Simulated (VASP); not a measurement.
Input of a VASP 6.6.1 run:

INCAR

```
ALGO     = Normal         # electronic algorithm
EDIFF    = 1E-8           # SCF threshold, eV
ENCUT    = 520            # plane-wave cutoff, eV
GGA      = PE             # functional
GGA_COMPAT= F            
ISIF     = 2              # what is computed and relaxed
ISMEAR   = 0              # smearing method
LASPH    = T              # aspherical terms in the spheres
LCHARG   = F              # write CHGCAR
LEPSILON = T              # dielectric tensor by DFPT
LREAL    = F              # projectors in reciprocal space
LWAVE    = F              # write WAVECAR
NELM     = 120            # most SCF steps
PREC     = Accurate       # precision mode
SIGMA    = 0.01           # smearing width, eV
```

Contents of KPOINTS:

```
k-points
0
Gamma
  8 8 4
```

File POSCAR:

```
SiC
1.0
    3.0761925635      0.0000000000      0.0000000000
   -1.5380962818      2.6640609069      0.0000000000
    0.0000000000      0.0000000000      5.0473680302
Si C
2 2
Direct
    0.3333333333      0.6666666667      0.0045848965
    0.6666666667      0.3333333333      0.5045848965
    0.3333333333      0.6666666667      0.3804151035
    0.6666666667      0.3333333333      0.8804151035
```

Potentials or basis: VASP PAW PBE potentials, release 64 (Si, C).

The run is started by

```console
$ cat potpaw_PBE.64/Si/POTCAR potpaw_PBE.64/C/POTCAR > POTCAR
$ mpirun -np 1 vasp_std > vasp.out
```

(1) Predict the electronic dielectric tensor (diagonal).

(2) Estimate the Born charges (mean of the diagonal).

(3) Estimate the band gap on the k mesh.

## Answers

(1) 7.02, 7.02, 7.21.

(2) Si +2.73; C -2.73 e.

(3) 2.53 eV (least direct gap 3.97 eV).
